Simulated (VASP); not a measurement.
# Mn (P6_3/mmc) in VASP: further runs

The runs below take Mn through single point, relaxation of cell and atoms, with PBE.

Program: VASP 6.6.1. These are calculated values, not measurements. Logs are shortened: lines on timing, memory, paths and dates and some standing lists are left out, and cuts for length are marked.

### Step 1. The cell of the first run

Symmetry: P6_3/mmc, No. 194, hexagonal system. Conventional cell: a = 3.720 Å, b = 3.720 Å, c = 4.312 Å, α = 90.00°, β = 90.00°, γ = 120.00°. Mn (site symmetry -6m2) has 5 Mn at 2.15 to 2.16 Å within 2.8 Å. Mn (site symmetry -6m2) has 3 Mn at 2.15 Å within 2.8 Å.

### Step 2. Single point, PBE

File INCAR:

```
SYSTEM = Mn
PREC = Accurate
ENCUT = 520
EDIFF = 1E-7
ISMEAR = 0
SIGMA = 0.1
LREAL = .FALSE.
LASPH = .TRUE.
NELM = 80
ALGO = Fast
ISIF = 2
LWAVE = .FALSE.
LCHARG = .TRUE.
GGA = PE
LELF = .TRUE.
LVHAR = .TRUE.
NBANDS = 34
```

File KPOINTS:

```
regular mesh
0
G
  6 6 4
  0 0 0
```

File POSCAR:

```
Mn
1.0
    3.7200960862      0.0000000000      0.0000000000
   -1.8600480431      3.2216977151      0.0000000000
    0.0000000000      0.0000000000      4.3123258494
Mn
4
Direct
    0.0000000000      0.0000000000      0.2500000000
    0.0000000000      0.0000000000      0.7500000000
    0.3333333333      0.6666666667      0.7500000000
    0.6666666667      0.3333333333      0.2500000000
```

Potentials or basis: VASP PAW PBE potentials, release 64 (Mn_pv).

Launch:

```console
cat potpaw_PBE.64/Mn_pv/POTCAR > POTCAR
mpirun -np 1 vasp_std > vasp.out
```

OUTCAR:

```text
SYSTEM = Mn
   PREC = Accurate
   ENCUT = 520
   EDIFF = 1E-7
   ISMEAR = 0
   LREAL = .FALSE.
   LASPH = .TRUE.
   NELM = 80
   ISIF = 2
   GGA = PE

 ion  position               nearest neighbor table
   1  0.000  0.000  0.250-   4 2.15   4 2.15   4 2.15   2 2.16   2 2.16   3 3.04   3 3.04   3 3.04
                             3 3.04   3 3.04   3 3.04
   2  0.000  0.000  0.750-   3 2.15   3 2.15   3 2.15   1 2.16   1 2.16   4 3.04   4 3.04   4 3.04
                             4 3.04   4 3.04   4 3.04
   3  0.333  0.667  0.750-   2 2.15   2 2.15   2 2.15   4 3.04   4 3.04   1 3.04   1 3.04   4 3.04
                             4 3.04   1 3.04   1 3.04   1 3.04   1 3.04   4 3.04   4 3.04
   4  0.667  0.333  0.250-   1 2.15   1 2.15   1 2.15   3 3.04   3 3.04   2 3.04   3 3.04   3 3.04
                             2 3.04   2 3.04   2 3.04   2 3.04   2 3.04   3 3.04   3 3.04

  LATTYP: Found a hexagonal cell.
 ALAT       =     3.7200960862
 C/A-ratio  =     1.1591974372

  Lattice vectors:

 A1 = (   3.7200960862,   0.0000000000,   0.0000000000)
 A2 = (  -1.8600480431,   3.2216977151,   0.0000000000)
 A3 = (   0.0000000000,   0.0000000000,   4.3123258494)

Analysis of symmetry for initial positions (statically):
=====================================================================
 Subroutine PRICEL returns:
 Original cell was already a primitive cell.

 Routine SETGRP: Setting up the symmetry group for a
 hexagonal supercell.

 Subroutine GETGRP returns: Found 24 space group operations
 (whereof 12 operations were pure point group operations)
 out of a pool of 24 trial point group operations.

The static configuration has the point symmetry D_3d.
 The point group associated with its full space group is D_6h.

Analysis of symmetry for dynamics (positions and initial velocities):
=====================================================================
 Subroutine PRICEL returns:
 Original cell was already a primitive cell.

 Routine SETGRP: Setting up the symmetry group for a
 hexagonal supercell.

 Subroutine GETGRP returns: Found 24 space group operations
 (whereof 12 operations were pure point group operations)
 out of a pool of 24 trial point group operations.

The dynamic configuration has the point symmetry D_3d.
 The point group associated with its full space group is D_6h.

 Subroutine INISYM returns: Found 24 space group operations
 (whereof 12 operations are pure point group operations),
 and found     1 'primitive' translations

----------------------------------------------------------------------------------------

                                     Primitive cell

  volume of cell :      51.6833

  direct lattice vectors                    reciprocal lattice vectors
     3.720096086  0.000000000  0.000000000     0.268810261  0.155197677  0.000000000
    -1.860048043  3.221697715  0.000000000     0.000000000  0.310395353  0.000000000
     0.000000000  0.000000000  4.312325849     0.000000000  0.000000000  0.231893422

  length of vectors
     3.720096086  3.720096086  4.312325849     0.310395353  0.310395353  0.231893422

  position of ions in fractional coordinates (direct lattice)
     0.000000000  0.000000000  0.250000000
     0.000000000  0.000000000  0.750000000
     0.333333333  0.666666667  0.750000000
     0.666666667  0.333333333  0.250000000

  ion indices of the primitive-cell ions
   primitive index   ion index
                 1           1
                 2           2
                 3           3
                 4           4

----------------------------------------------------------------------------------------

 KPOINTS: regular mesh

Automatic generation of k-mesh.
 Grid dimensions read from file:
 generate k-points for:    6    6    4

 Generating k-lattice:

  Cartesian coordinates                     Fractional coordinates (reciprocal lattice)
     0.044801710  0.025866279  0.000000000     0.166666667  0.000000000  0.000000000
     0.000000000  0.051732559  0.000000000     0.000000000  0.166666667  0.000000000
     0.000000000  0.000000000  0.057973356     0.000000000  0.000000000  0.250000000

  Length of vectors
     0.051732559  0.051732559  0.057973356

  Shift w.r.t. Gamma in fractional coordinates (k-lattice)
     0.000000000  0.000000000  0.000000000

 Subroutine IBZKPT returns following result:
 ===========================================

 Found     21 irreducible k-points:

 Following reciprocal coordinates:
            Coordinates               Weight
  0.000000  0.000000  0.000000      1.000000
  0.166667  0.000000  0.000000      6.000000
  0.333333  0.000000  0.000000      6.000000
  0.500000  0.000000  0.000000      3.000000
  0.166667  0.166667  0.000000      6.000000
  0.333333  0.166667  0.000000     12.000000
[... 13 lines left out ...]
  0.333333  0.166667  0.500000     12.000000
  0.333333  0.333333  0.500000      2.000000
   k-points           NKPTS =     21   k-points in BZ     NKDIM =     21   number of bands    NBANDS=     34
   number of dos      NEDOS =    301   number of ions     NIONS =      4
   total plane-waves  NPLWV =  25088
   dimension x,y,z NGX =    28 NGY =   28 NGZ =   32
   dimension x,y,z NGXF=    56 NGYF=   56 NGZF=   64
   ions per type =               4
   NGX,Y,Z   is equivalent  to a cutoff of  12.51, 12.51, 12.34 a.u.
   NGXF,Y,Z  is equivalent  to a cutoff of  25.03, 25.03, 24.67 a.u.
 SYSTEM =  Mn
   PREC   = accura    normal or accurate (medium, high low for compatibility)
   ISTART =      0    job   : 0-new  1-cont  2-samecut
   ICHARG =      2    charge: 1-file 2-atom 10-const
   ISPIN  =      1    spin polarized calculation?
   LNONCOLLINEAR =      F non collinear calculations
   LSORBIT =      F    spin-orbit coupling
   LASPH  =      T    aspherical Exc in radial PAW
   ENCUT  =  520.0 eV  38.22 Ry    6.18 a.u.   6.92  6.92  8.02*2*pi/ulx,y,z
   NELM   =     80;   NELMIN=  2; NELMDL= -5     # of ELM steps
   EDIFF  = 0.1E-06   stopping-criterion for ELM
   LREAL  =      F    real-space projection
   EDIFFG = 0.1E-05   stopping-criterion for IOM
   NSW    =      0    number of steps for IOM
   IBRION =     -1    ionic relax: 0-MD 1-quasi-New 2-CG
   NFREE  =      0    steps in history (QN), initial steepest desc. (CG)
   ISIF   =      2    stress and relaxation
   ISYM   =      2    0-nonsym 1-usesym 2-fastsym
   POTIM  = 0.5000    time-step for ionic-motion
   TEBEG  =    0.0;   TEEND  =   0.0 temperature during run
   PSTRESS=    0.0 pullay stress
   NELECT =      52.0000    total number of electrons
   NUPDOWN=      -1.0000    fix difference up-down
   EMIN   =  10.00;   EMAX   =-10.00  energy-range for DOS
   EFERMI =   0.00;   METHOD = LEGACY
   ISMEAR =     0;   SIGMA  =   0.10  broadening in eV -4-tet -1-fermi 0-gaus
   EFERMI_NEDOS =   21; number of points for ismear=-14 and -15
   IALGO  =     68    algorithm
   IMIX   =      4    mixing-type and parameters
     AMIX     =   0.40;   BMIX     =  1.00
     AMIX_MAG =   1.60;   BMIX_MAG =  1.00
  volume/ion in A,a.u.               =      12.92        87.19
  Fermi-wavevector in a.u.,A,eV,Ry     =   1.640435  3.099973 36.613658  2.691028
  Thomas-Fermi vector in A             =   2.731074
   LORBIT       =      0    0 simple, 1 ext, 2 COOP (PROOUT), +10 PAW based schemes
   GGA     = PE    functional components
   LHFCALC =     F    Hartree Fock is set to
   AEXX    =    0.0000 exact exchange contribution
   IVDW    =     0    specifies the selected vdW correction
   LEPSILON=     F    determine dielectric tensor
   LRPA    =     F    only Hartree local field effects (RPA)
 non-spin polarized calculation
 RMM-DIIS sequential band-by-band and
 Gauss-broadening in eV      SIGMA  =   0.10
  energy-cutoff  :      520.00
  volume of cell :       51.68
 maximum number of plane-waves:      1404
 NGX is ok and might be reduce to    28
   NGX = 13   NGY = 13   NGZ = 17

 number of electron      52.0000033 magnetization

 Free energy of the ion-electron system (eV)
  ---------------------------------------------------
  ext. energy  EPLUGINS =         0.00000000
  ---------------------------------------------------
  free energy    TOTEN  =       -32.51286791 eV

  energy without entropy =      -32.48358320  energy(sigma->0) =      -32.49822556

 E-fermi :   8.4312     XC(G=0): -12.7144

 val. band max:        8.4238098418   @ k =   0.1667   0.1667   0.5000
 cond. band min:       8.4867647361   @ k =   0.3333   0.1667   0.2500
 fundamental gap:      0.0629548942
 Fermi energy:         8.4312328432

 k-point     1 :       0.0000    0.0000    0.0000
  band No.  band energies     occupation
      1     -40.6723      2.00000
      2     -40.2563      2.00000
      3     -40.2563      2.00000
      4     -40.1476      2.00000
      5     -40.1476      2.00000
      6     -39.6559      2.00000
[... 26 lines left out ...]
     33       9.6128      0.00000
     34      10.3592      0.00000

 k-point     2 :       0.1667    0.0000    0.0000
  band No.  band energies     occupation
      1     -40.6668      2.00000
      2     -40.2821      2.00000
      3     -40.2183      2.00000
      4     -40.1632      2.00000
      5     -40.0998      2.00000
      6     -39.6579      2.00000
[... 26 lines left out ...]
     33      10.4398      0.00000
     34      10.7130      0.00000

 k-point     3 :       0.3333    0.0000    0.0000
  band No.  band energies     occupation
      1     -40.6557      2.00000
      2     -40.3285      2.00000
      3     -40.1944      2.00000
      4     -40.1196      2.00000
      5     -39.9927      2.00000
      6     -39.6615      2.00000
[... 26 lines left out ...]
     33      10.6341      0.00000
     34      11.7542      0.00000
[... 593 lines left out ...]
 k-point    20 :       0.3333    0.1667    0.5000
  band No.  band energies     occupation
      1     -40.2984      2.00000
      2     -40.2984      2.00000
      3     -40.0017      2.00000
      4     -40.0017      2.00000
      5     -39.9417      2.00000
      6     -39.9417      2.00000
[... 26 lines left out ...]
     33      10.1725      0.00000
     34      10.1725      0.00000

 k-point    21 :       0.3333    0.3333    0.5000
  band No.  band energies     occupation
      1     -40.3233      2.00000
      2     -40.3233      2.00000
      3     -39.9943      2.00000
      4     -39.9943      2.00000
      5     -39.8091      2.00000
      6     -39.8091      2.00000
[... 26 lines left out ...]
     33      11.2114      0.00000
     34      11.2293      0.00000

------------------------ aborting loop because EDIFF is reached ----------------------------------------

  FORCE on cell =-STRESS in cart. coord.  units (eV):
  Direction    XX          YY          ZZ          XY          YZ          ZX
  --------------------------------------------------------------------------------------
  -------------------------------------------------------------------------------------
  Total        0.1266503      0.1266503      0.0249476      0.0000000      0.0000000      0.0000000
  in kB        3.9261459      3.9261459      0.7733719      0.0000000      0.0000000      0.0000000
  external PRESSURE =       2.8752212 kB  Pullay stress =       0.0000000 kB

 VOLUME and BASIS-vectors are now :
 -----------------------------------------------------------------------------
  energy-cutoff  :      520.00
  volume of cell :       51.68
      direct lattice vectors                 reciprocal lattice vectors
     3.720096086  0.000000000  0.000000000     0.268810261  0.155197677  0.000000000
    -1.860048043  3.221697715  0.000000000     0.000000000  0.310395353  0.000000000
     0.000000000  0.000000000  4.312325849     0.000000000  0.000000000  0.231893422

 POSITION                                       TOTAL-FORCE (eV/Angst)
 -----------------------------------------------------------------------------------
      0.00000      0.00000      1.07808         0.000000     -0.000000     -0.000000
      0.00000      0.00000      3.23424         0.000000      0.000000      0.000000
     -0.00000      2.14780      3.23424         0.000000     -0.000000      0.000000
      1.86005      1.07390      1.07808        -0.000000      0.000000      0.000000
 -----------------------------------------------------------------------------------
    total drift:                                0.000000     -0.000000      0.000000

  FREE ENERGIE OF THE ION-ELECTRON SYSTEM (eV)
  ---------------------------------------------------
  free  energy   TOTEN  =       -32.5128679066 eV

  energy  without entropy=      -32.4835832049  energy(sigma->0) =      -32.49822556
```

Wall time 40 s (1 thread of Intel Xeon Platinum 8259CL at 2.50GHz (Skylake/Cascade Lake), shared host); peak memory 0.17 GiB.

Results:

```
Free energy            : -32.5129 eV
Pressure               : 0.3 GPa
Band gap on the k mesh : zero (band 26 reaches 8.76 eV, above the bottom of band 27 at 7.77 eV)
```

Levels at points of the mesh, in eV from the Fermi level:
| k point | band 23 | band 24 | band 25 | band 26 | band 27 | band 28 | band 29 | band 30 |
| --- | --- | --- | --- | --- | --- | --- | --- | --- |
| (0.00, 0.00, 0.00) | -1.40 | -0.92 | -0.92 | -0.66 | -0.66 | -0.17 | 0.06 | 0.78 |
| (0.50, 0.00, 0.00) | -1.44 | -1.40 | -0.35 | 0.19 | 0.32 | 1.00 | 1.23 | 1.23 |
| (0.00, 0.00, 0.50) | -1.47 | -1.47 | -0.55 | -0.55 | -0.55 | -0.55 | 0.29 | 0.29 |
| (0.50, 0.00, 0.50) | -1.82 | -1.82 | -0.57 | -0.57 | 0.80 | 0.80 | 0.88 | 0.88 |

Caveat: the k points lie up to 0.36 Å⁻¹ apart; the run has no spin polarisation, though such a crystal can be magnetic.

### Step 3. Relaxation of cell and atoms, PBE

This run uses another cell than the first one, of 12.98 Å³/atom, 1.005 times its volume.

File INCAR:

```
SYSTEM = Mn
PREC     = Accurate       ! precision mode
ENCUT    = 600            ! plane-wave cutoff, eV
EDIFF    = 1E-7           ! SCF threshold, eV
ISMEAR   = 0              ! smearing method
SIGMA    = 0.1            ! smearing width, eV
LREAL    = .FALSE.        ! projectors in reciprocal space
LASPH    = .TRUE.         ! aspherical terms in the spheres
NELM     = 100            ! most SCF steps
ALGO     = Normal         ! electronic algorithm
ISIF     = 3              ! what is computed and relaxed
LWAVE    = .FALSE.        ! write WAVECAR
LCHARG   = .FALSE.        ! write CHGCAR
GGA      = PE             ! functional
IBRION   = 2              ! ionic algorithm
NSW      = 90             ! ionic steps
EDIFFG   = -0.04          ! ionic threshold
```

KPOINTS is that of step 2.

File POSCAR:

```
Mn
1.0
    3.6933950785      0.0000000000      0.0000000000
   -1.8466975393      3.1985739642      0.0000000000
    0.0000000000      0.0000000000      4.3965930318
Mn
4
Direct
    0.0000000000      0.0000000000      0.2500000000
    0.0000000000      0.0000000000      0.7500000000
    0.3333333333      0.6666666667      0.7500000000
    0.6666666667      0.3333333333      0.2500000000
```

Potentials or basis: VASP PAW PBE potentials, release 64 (Mn_pv).

Launch:

```console
cat potpaw_PBE.64/Mn_pv/POTCAR > POTCAR
mpirun -np 1 vasp_std > vasp.out
```

It took 77 s on 1 thread of Intel Xeon Platinum 8259CL at 2.50GHz (Skylake/Cascade Lake), shared host; peak memory 0.19 GiB.

Results (log left out):

| Property | Result |
| --- | --- |
| Free energy | -32.5127 eV |
| Relaxed volume | 12.95 Å³/atom |
| Relaxed cell | a = 3.723 Å, b = 3.723 Å, c = 4.315 Å, α = 90.00°, β = 90.00°, γ = 120.00° |
| Space group after relaxing (to 0.05 Å) | P6_3/mmc (No. 194) |
| Energy gained by relaxing | 5.1 meV/atom |
| Ionic steps | 2 |
| Pressure after relaxing | -0.2 GPa |
| Band gap on the k mesh | zero (band 26 reaches 8.73 eV, above the bottom of band 27 at 7.75 eV) |

Stress tensor (GPa, compression positive):
```
-0.09  0.00  0.00
 0.00 -0.09  0.00
 0.00  0.00 -0.32
```

Step by step:
```csv
step,energy change (eV),largest force (eV/Å),pressure (GPa),volume (Å³)
1,0.0000,0.0000,-0.23,51.94
2,-0.0202,0.0000,-0.17,51.79
```

Final structure:
```
CELL_PARAMETERS angstrom
3.72287 0.00000 0.00000
-1.86144 3.22410 0.00000
0.00000 0.00000 4.31474
ATOMIC_POSITIONS crystal
Mn 0.00000 0.00000 0.25000
Mn 0.00000 0.00000 0.75000
Mn 0.33333 0.66667 0.75000
Mn 0.66667 0.33333 0.25000
```

Levels at points of the mesh, in eV from the Fermi level:
| k point | band 22 | band 23 | band 24 | band 25 | band 26 | band 27 | band 28 | band 29 | band 30 | band 31 |
| --- | --- | --- | --- | --- | --- | --- | --- | --- | --- | --- |
| (0.00, 0.00, 0.00) | -1.39 | -1.39 | -0.92 | -0.92 | -0.66 | -0.66 | -0.17 | 0.06 | 0.77 | 0.77 |
| (0.50, 0.00, 0.00) | -2.17 | -1.44 | -1.40 | -0.35 | 0.19 | 0.32 | 1.00 | 1.23 | 1.23 | 1.39 |
| (0.00, 0.00, 0.50) | -1.46 | -1.46 | -1.46 | -0.54 | -0.54 | -0.54 | -0.54 | 0.29 | 0.29 | 0.49 |
| (0.50, 0.00, 0.50) | -2.28 | -1.81 | -1.81 | -0.57 | -0.57 | 0.80 | 0.80 | 0.88 | 0.88 | 1.34 |

Caveat: the run has no spin polarisation, though such a crystal can be magnetic. Spin polarisation is off, so any magnetic state and its effect on volume and gap are missing.

### Step 4. Single point, PBE

File INCAR:

```
PREC = Accurate
ENCUT = 520
EDIFF = 1E-6
ISMEAR = 0
SIGMA = 0.1
LREAL = False
LASPH = True
NELM = 60
ALGO = Fast
ISIF = 2
LWAVE = False
LCHARG = False
GGA = PE
NBANDS = 34
```

File KPOINTS:

```
Automatic mesh
0
Gamma
  15 15 12
```

File POSCAR:

```
Mn
1.0
    3.7110302743      0.0000000000      0.0000000000
   -1.8555151372      3.2138464918      0.0000000000
    0.0000000000      0.0000000000      4.3251646621
Mn
4
Direct
    0.0000000000      0.0000000000      0.2500000000
    0.0000000000      0.0000000000      0.7500000000
    0.3333333333      0.6666666667      0.7500000000
    0.6666666667      0.3333333333      0.2500000000
```

Launch:

```console
cat potpaw_PBE.64/Mn_pv/POTCAR > POTCAR
mpirun -np 1 vasp_std > vasp.out
```

Wall time 4.3 min (1 thread of Intel Xeon Platinum 8259CL at 2.50GHz (Skylake/Cascade Lake), shared host); peak memory 0.33 GiB.

The run converged. Its results:

* Free energy: -32.5055 eV
* Pressure: 0.6 GPa
* Band gap on the k mesh: zero (band 26 reaches 8.81 eV, above the bottom of band 27 at 7.79 eV)

Stress tensor (GPa, compression positive):
```
0.75 0.00 0.00
0.00 0.75 0.00
0.00 0.00 0.37
```

Levels at points of the mesh, in eV from the Fermi level:
```tsv
k point	band 24	band 25	band 26	band 27	band 28	band 29
(0.00, 0.00, 0.00)	-0.92	-0.92	-0.66	-0.66	-0.16	0.01
(0.00, 0.00, 0.50)	-1.45	-0.55	-0.55	-0.55	-0.55	0.30
```

Caveat: the run has no spin polarisation, though such a crystal can be magnetic. Spin polarisation is off, so any magnetic state and its effect on volume and gap are missing.

### Step 5. The runs side by side

```csv
task,cell,k mesh,cutoff (eV),gap on the mesh (eV),pressure (GPa)
single point,"a = 3.720, b = 3.720, c = 4.312 Å, angles 90.0, 90.0, 120.0°, 4 atoms",6 × 6 × 4,520,none,0.3
relaxation of cell and atoms,"relaxed from a = 3.693, b = 3.693, c = 4.397 Å, angles 90.0, 90.0, 120.0°, 4 atoms",6 × 6 × 4,600,none,-0.2
single point,"a = 3.711, b = 3.711, c = 4.325 Å, angles 90.0, 90.0, 120.0°, 4 atoms",15 × 15 × 12,520,none,0.6
```

Alike in all rows: level PBE; potentials or basis VASP PAW PBE potentials, release 64 (Mn_pv); no spin polarisation; smearing gaussian 0.1 eV.

Caveats: some runs use coarse meshes; the run has no spin polarisation, though such a crystal can be magnetic.

Total energies depend on the potentials used, so only differences within one code and one set of settings carry meaning.
